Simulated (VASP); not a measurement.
Write the native input for VASP 6.6.1 that does the following.

* Task: single point
* Functional: PBEsol
* Potentials or basis: VASP PAW PBE potentials, release 64 (Al, Cu)
* Cutoff: 520 eV
* k mesh: 14 × 14 × 14
* Occupations: gaussian, width 0.15 eV
* Spin: no spin polarisation
* Dipole correction: no
* Further INCAR settings: ALGO = Fast; EDIFF = 1e-06; NBANDS = 16

The structure of Al2Cu lies in POSCAR:

```
Al2Cu
1.0
   -2.0246107077      2.0246107077      2.8631594530
    2.0246107077     -2.0246107077      2.8631594530
    2.0246107077      2.0246107077     -2.8631594530
Al Cu
2 1
Direct
    0.7452850484      0.2169953386      0.4622803870
    0.2452850484      0.7169953386      0.4622803870
    0.5040039231      0.5280274617      0.0320313848
```

This cell differs from its parent crystal: atoms displaced along a vibrational mode.

One way to write it, as run:

INCAR

```
SYSTEM = Al2Cu
PREC     = Accurate       ! precision mode
ENCUT    = 520            ! plane-wave cutoff, eV
EDIFF    = 1E-6           ! SCF threshold, eV
ISMEAR   = 0              ! smearing method
SIGMA    = 0.15           ! smearing width, eV
LREAL    = .FALSE.        ! projectors in reciprocal space
LASPH    = .TRUE.         ! aspherical terms in the spheres
NELM     = 100            ! most SCF steps
ALGO     = Fast           ! electronic algorithm
ISIF     = 2              ! what is computed and relaxed
LWAVE    = .FALSE.        ! write WAVECAR
LCHARG   = .FALSE.        ! write CHGCAR
GGA      = PS             ! functional
NBANDS   = 16             ! bands
```

KPOINTS

```
Automatic mesh
0
G
  14 14 14
  0 0 0
```

Potentials or basis: VASP PAW PBE potentials, release 64 (Al, Cu).

Launch:

```sh
$ cat potpaw_PBE.64/Al/POTCAR potpaw_PBE.64/Cu/POTCAR > POTCAR
$ mpirun -np 1 vasp_std > vasp.out
```

Results of the run:

```json
{"Pressure": "2.4 GPa", "Largest force": "2.032 eV/Å", "Band gap on the k mesh": "zero (an odd number of electrons rules out a gap without spin polarisation)"}
```

Caveat: the cell differs from its parent crystal (atoms displaced along a vibrational mode); the PAW data sets were made with another functional, which shifts forces and pressure a little.

Wall time 24 min on 1 thread of AMD EPYC 7R13 (shared host), peak memory 0.59 GiB.
